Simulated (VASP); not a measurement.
# Ge (P6/mmm) in VASP: relaxation of cell and atoms with PBE

Aim: the relaxation of cell and atoms of Ge with PBE.

Program: VASP 6.6.1. These are calculated values, not measurements. Logs are shortened: lines on timing, memory, paths and dates and some standing lists are left out, and cuts for length are marked.

**1. The cell of the first run**

The structure is hexagonal, space group P6/mmm (No. 191). The conventional cell has a = 2.848 Å, b = 2.848 Å, c = 2.804 Å, α = 90.00°, β = 90.00°, γ = 120.00°. Within 3.7 Å of Ge (site symmetry 6/mmm) lie 8 Ge at 2.80 to 2.85 Å.

The cell was built from a structure type or drawn by symmetry, and may not be a known phase.

**2. Relaxation of cell and atoms, PBE**

Input file INCAR:

```
SYSTEM = Ge
PREC     = Accurate       ! precision mode
ENCUT    = 600            ! plane-wave cutoff, eV
EDIFF    = 1E-6           ! SCF threshold, eV
ISMEAR   = 0              ! smearing method
SIGMA    = 0.1            ! smearing width, eV
LREAL    = .False.        ! projectors in reciprocal space
LASPH    = .True.         ! aspherical terms in the spheres
NELM     = 100            ! most SCF steps
ALGO     = Normal         ! electronic algorithm
ISIF     = 3              ! what is computed and relaxed
LWAVE    = .False.        ! write WAVECAR
LCHARG   = .False.        ! write CHGCAR
GGA      = PE             ! functional
IBRION   = 2              ! ionic algorithm
NSW      = 100            ! ionic steps
EDIFFG   = -0.01          ! ionic threshold
```

Input file KPOINTS:

```
regular mesh
0
Gamma
  24 24 20
  0 0 0
```

Input file POSCAR:

```
Ge
1.0
    2.8481154929      0.0000000000      0.0000000000
   -1.4240577465      2.4665403698      0.0000000000
    0.0000000000      0.0000000000      2.8043077501
Ge
1
Direct
    0.0000000000      0.0000000000      0.5000000000
```

Potentials or basis: VASP PAW PBE potentials, release 64 (Ge_d).

Command:

```sh
$ cat potpaw_PBE.64/Ge_d/POTCAR > POTCAR
$ mpirun -np 1 vasp_std > vasp.out
```

OUTCAR:

```text
SYSTEM = Ge
   PREC = Accurate
   ENCUT = 600
   EDIFF = 1E-6
   ISMEAR = 0
   LREAL = .False.
   LASPH = .True.
   NELM = 100
   ISIF = 3
   GGA = PE
   IBRION = 2
   NSW = 100
   EDIFFG = -0.01

 ion  position               nearest neighbor table
   1  0.000  0.000  0.500-

  LATTYP: Found a hexagonal cell.
 ALAT       =     2.8481154929
 C/A-ratio  =     0.9846186916

  Lattice vectors:

 A1 = (   2.8481154929,   0.0000000000,   0.0000000000)
 A2 = (  -1.4240577465,   2.4665403698,   0.0000000000)
 A3 = (   0.0000000000,   0.0000000000,   2.8043077501)

Analysis of symmetry for initial positions (statically):
=====================================================================
 Subroutine PRICEL returns:
 Original cell was already a primitive cell.

 Routine SETGRP: Setting up the symmetry group for a
 hexagonal supercell.

 Subroutine GETGRP returns: Found 24 space group operations
 (whereof 24 operations were pure point group operations)
 out of a pool of 24 trial point group operations.

The static configuration has the point symmetry D_6h.

Analysis of symmetry for dynamics (positions and initial velocities):
=====================================================================
 Subroutine PRICEL returns:
 Original cell was already a primitive cell.

 Routine SETGRP: Setting up the symmetry group for a
 hexagonal supercell.

 Subroutine GETGRP returns: Found 24 space group operations
 (whereof 24 operations were pure point group operations)
 out of a pool of 24 trial point group operations.

The dynamic configuration has the point symmetry D_6h.

 Subroutine INISYM returns: Found 24 space group operations
 (whereof 24 operations are pure point group operations),
 and found     1 'primitive' translations

----------------------------------------------------------------------------------------

                                     Primitive cell

  volume of cell :      19.7002

  direct lattice vectors                    reciprocal lattice vectors
     2.848115493  0.000000000  0.000000000     0.351109357  0.202713082  0.000000000
    -1.424057746  2.466540370  0.000000000     0.000000000  0.405426164  0.000000000
     0.000000000  0.000000000  2.804307750     0.000000000  0.000000000  0.356594243

  length of vectors
     2.848115493  2.848115493  2.804307750     0.405426164  0.405426164  0.356594243

  position of ions in fractional coordinates (direct lattice)
     0.000000000  0.000000000  0.500000000

  ion indices of the primitive-cell ions
   primitive index   ion index
                 1           1

----------------------------------------------------------------------------------------

 KPOINTS: regular mesh

Automatic generation of k-mesh.
 Grid dimensions read from file:
 generate k-points for:   24   24   20

 Generating k-lattice:

  Cartesian coordinates                     Fractional coordinates (reciprocal lattice)
     0.014629557  0.008446378  0.000000000     0.041666667  0.000000000  0.000000000
     0.000000000  0.016892757  0.000000000     0.000000000  0.041666667  0.000000000
     0.000000000  0.000000000  0.017829712     0.000000000  0.000000000  0.050000000

  Length of vectors
     0.016892757  0.016892757  0.017829712

  Shift w.r.t. Gamma in fractional coordinates (k-lattice)
     0.000000000  0.000000000  0.000000000

 Subroutine IBZKPT returns following result:
 ===========================================

 Found    671 irreducible k-points:

 Following reciprocal coordinates:
            Coordinates               Weight
  0.000000  0.000000  0.000000      1.000000
  0.041667 -0.000000  0.000000      6.000000
  0.083333 -0.000000  0.000000      6.000000
  0.125000  0.000000  0.000000      6.000000
  0.166667 -0.000000  0.000000      6.000000
  0.208333  0.000000  0.000000      6.000000
[... 16 lines left out ...]
  0.416667  0.041667  0.000000     12.000000
  0.458333  0.041667  0.000000     12.000000
 [... further k-points ...]
   k-points           NKPTS =    671   k-points in BZ     NKDIM =    671   number of bands    NBANDS=     11
   number of dos      NEDOS =    301   number of ions     NIONS =      1
   total plane-waves  NPLWV =  13824
   dimension x,y,z NGX =    24 NGY =   24 NGZ =   24
   dimension x,y,z NGXF=    48 NGYF=   48 NGZF=   48
   ions per type =               1
   NGX,Y,Z   is equivalent  to a cutoff of  14.01, 14.01, 14.23 a.u.
   NGXF,Y,Z  is equivalent  to a cutoff of  28.02, 28.02, 28.46 a.u.
 SYSTEM =  Ge
   PREC   = accura    normal or accurate (medium, high low for compatibility)
   ISTART =      0    job   : 0-new  1-cont  2-samecut
   ICHARG =      2    charge: 1-file 2-atom 10-const
   ISPIN  =      1    spin polarized calculation?
   LNONCOLLINEAR =      F non collinear calculations
   LSORBIT =      F    spin-orbit coupling
   LASPH  =      T    aspherical Exc in radial PAW
   ENCUT  =  600.0 eV  44.10 Ry    6.64 a.u.   5.69  5.69  5.60*2*pi/ulx,y,z
   NELM   =    100;   NELMIN=  2; NELMDL= -5     # of ELM steps
   EDIFF  = 0.1E-05   stopping-criterion for ELM
   LREAL  =      F    real-space projection
   EDIFFG = -.1E-01   stopping-criterion for IOM
   NSW    =    100    number of steps for IOM
   IBRION =      2    ionic relax: 0-MD 1-quasi-New 2-CG
   NFREE  =      1    steps in history (QN), initial steepest desc. (CG)
   ISIF   =      3    stress and relaxation
   ISYM   =      2    0-nonsym 1-usesym 2-fastsym
   POTIM  = 0.5000    time-step for ionic-motion
   TEBEG  =    0.0;   TEEND  =   0.0 temperature during run
   PSTRESS=    0.0 pullay stress
   NELECT =      14.0000    total number of electrons
   NUPDOWN=      -1.0000    fix difference up-down
   EMIN   =  10.00;   EMAX   =-10.00  energy-range for DOS
   EFERMI =   0.00;   METHOD = LEGACY
   ISMEAR =     0;   SIGMA  =   0.10  broadening in eV -4-tet -1-fermi 0-gaus
   EFERMI_NEDOS =   21; number of points for ismear=-14 and -15
   IALGO  =     38    algorithm
   IMIX   =      4    mixing-type and parameters
     AMIX     =   0.40;   BMIX     =  1.00
     AMIX_MAG =   1.60;   BMIX_MAG =  1.00
  volume/ion in A,a.u.               =      19.70       132.94
  Fermi-wavevector in a.u.,A,eV,Ry     =   1.460922  2.760742 29.038818  2.134293
  Thomas-Fermi vector in A             =   2.577314
   LORBIT       =      0    0 simple, 1 ext, 2 COOP (PROOUT), +10 PAW based schemes
   GGA     = PE    functional components
   LHFCALC =     F    Hartree Fock is set to
   AEXX    =    0.0000 exact exchange contribution
   IVDW    =     0    specifies the selected vdW correction
   LEPSILON=     F    determine dielectric tensor
   LRPA    =     F    only Hartree local field effects (RPA)
 conjugate gradient relaxation of ions
 non-spin polarized calculation
 Gauss-broadening in eV      SIGMA  =   0.10
  energy-cutoff  :      600.00
  volume of cell :       19.70
 maximum number of plane-waves:       674
 NGX is ok and might be reduce to    24
   NGX = 11   NGY = 11   NGZ = 11

--------------------------------------- Ionic step        1  -------------------------------------------

 number of electron      14.0000004 magnetization

 Free energy of the ion-electron system (eV)
  ---------------------------------------------------
  ext. energy  EPLUGINS =         0.00000000
  ---------------------------------------------------
  free energy    TOTEN  =        -4.25526600 eV

  energy without entropy =       -4.25299271  energy(sigma->0) =       -4.25412935

------------------------ aborting loop because EDIFF is reached ----------------------------------------

  FORCE on cell =-STRESS in cart. coord.  units (eV):
  Direction    XX          YY          ZZ          XY          YZ          ZX
  --------------------------------------------------------------------------------------
  -------------------------------------------------------------------------------------
  Total        0.2622893      0.2622893     -0.8116668     -0.0000000      0.0000000     -0.0000000
  in kB       21.3314109     21.3314109    -66.0110877     -0.0000000      0.0000000     -0.0000000
  external PRESSURE =      -7.7827553 kB  Pullay stress =       0.0000000 kB
[... 86 lines left out ...]
  FREE ENERGIE OF THE ION-ELECTRON SYSTEM (eV)
  ---------------------------------------------------
  free  energy   TOTEN  =        -4.2757679225 eV

  energy  without entropy=       -4.2741931688  energy(sigma->0) =       -4.27498055

[... ionic steps 4 to 7 ...]

--------------------------------------- Ionic step        8  -------------------------------------------

 number of electron      14.0000002 magnetization

------------------------ aborting loop because EDIFF is reached ----------------------------------------

  FORCE on cell =-STRESS in cart. coord.  units (eV):
  Direction    XX          YY          ZZ          XY          YZ          ZX
  --------------------------------------------------------------------------------------
  -------------------------------------------------------------------------------------
  Total        0.0119587      0.0119587     -0.0184712     -0.0000000      0.0000000      0.0000000
  in kB        0.9899227      0.9899227     -1.5290193     -0.0000000      0.0000000      0.0000000
  external PRESSURE =       0.1502753 kB  Pullay stress =       0.0000000 kB
[... 55 lines left out ...]
  energy  without entropy=       -4.2742727631  energy(sigma->0) =       -4.27504206

--------------------------------------- Ionic step       10  -------------------------------------------

 number of electron      14.0000002 magnetization

 Free energy of the ion-electron system (eV)
  ---------------------------------------------------
  ext. energy  EPLUGINS =         0.00000000
  ---------------------------------------------------
  free energy    TOTEN  =        -4.27582483 eV

  energy without entropy =       -4.27425925  energy(sigma->0) =       -4.27504204

 E-fermi :   6.3633     XC(G=0): -11.1065

 val. band max:        6.3462548901   @ k =   0.1667  -0.0000   0.2500
 cond. band min:       6.3803178328   @ k =   0.2917   0.2500   0.5000
 fundamental gap:      0.0340629427
 Fermi energy:         6.3632529449

 k-point     1 :       0.0000    0.0000    0.0000
  band No.  band energies     occupation
      1     -18.3937      2.00000
      2     -18.3094      2.00000
      3     -18.3094      2.00000
      4     -18.1687      2.00000
      5     -18.1687      2.00000
      6      -6.6060      2.00000
      7      12.9948      0.00000
      8      14.4729      0.00000
      9      14.4729      0.00000
     10      16.5304      0.00000
     11      20.3946      0.00000
[... 309 lines left out ...]
 k-point    24 :       0.4583    0.0417    0.0000
  band No.  band energies     occupation
      1     -18.3766      2.00000
      2     -18.2879      2.00000
      3     -18.2176      2.00000
      4     -18.1906      2.00000
      5     -18.1811      2.00000
      6      -1.8032      2.00000
      7       1.0562      2.00000
      8       9.9764      0.00000
      9      14.9470      0.00000
     10      16.7108      0.00000
     11      22.3016      0.00000

 [... further k-points ...]

------------------------ aborting loop because EDIFF is reached ----------------------------------------

  FORCE on cell =-STRESS in cart. coord.  units (eV):
  Direction    XX          YY          ZZ          XY          YZ          ZX
  --------------------------------------------------------------------------------------
  -------------------------------------------------------------------------------------
  Total       -0.0084837     -0.0084837     -0.0002152      0.0000000      0.0000000      0.0000000
  in kB       -0.7024503     -0.7024503     -0.0178172      0.0000000      0.0000000      0.0000000
  external PRESSURE =      -0.4742393 kB  Pullay stress =       0.0000000 kB
[... 16 lines left out ...]
  FREE ENERGIE OF THE ION-ELECTRON SYSTEM (eV)
  ---------------------------------------------------
  free  energy   TOTEN  =        -4.2758248257 eV

  energy  without entropy=       -4.2742592505  energy(sigma->0) =       -4.27504204

 reached required accuracy - stopping structural energy minimisation
```

Run time: 8 min. Hardware: 1 thread of Intel Xeon 8259CL, shared host; peak memory 0.3 GiB.

Results:

| Property | Result |
| --- | --- |
| Free energy | -4.2758 eV |
| Relaxed volume | 19.35 Å³/atom |
| Relaxed cell | a = 2.880 Å, b = 2.880 Å, c = 2.694 Å, α = 90.00°, β = 90.00°, γ = 120.00° |
| Space group after relaxing (to 0.1 Å) | P6/mmm (No. 191) |
| Energy gained by relaxing | 20.6 meV/atom |
| Ionic steps | 10 |
| Pressure after relaxing | 0.0 GPa |
| Band gap on the k mesh | zero (bands 7 and 8 overlap by 10.10 eV) |

The path:
```
step  energy change (eV)  largest force (eV/Å)  pressure (GPa)  volume (Å³)
   1              0.0000                0.0000           -0.78        19.70
   2             -0.0205                0.0000           -0.05        19.41
   3             -0.0205                0.0000           -0.17        19.42
   4             -0.0205                0.0000           -0.20        19.42
   5             -0.0205                0.0000           -0.09        19.36
   6             -0.0205                0.0000            0.00        19.34
   7             -0.0205                0.0000            0.02        19.35
   8             -0.0205                0.0000            0.02        19.35
   9             -0.0205                0.0000           -0.01        19.36
  10             -0.0206                0.0000           -0.05        19.35
```

Final structure:
```
Ge
1.0
     2.87999    0.00000    0.00000
    -1.44000    2.49415    0.00000
     0.00000    0.00000    2.69382
Ge
1
Cartesian
  0.0000 0.0000 1.3469
```

Levels at points of the mesh, in eV from the Fermi level:
```csv
k point,band 5,band 6,band 7,band 8,band 9,band 10
"(0.00, 0.00, 0.00)",-24.53,-12.97,6.63,8.11,8.11,10.17
"(0.50, 0.00, 0.00)",-24.54,-8.11,-5.44,4.06,8.06,10.36
"(0.00, 0.00, 0.50)",-24.56,-9.18,-5.76,10.95,10.95,16.50
"(0.50, 0.00, 0.50)",-24.46,-3.96,-2.36,-1.83,3.48,6.95
```
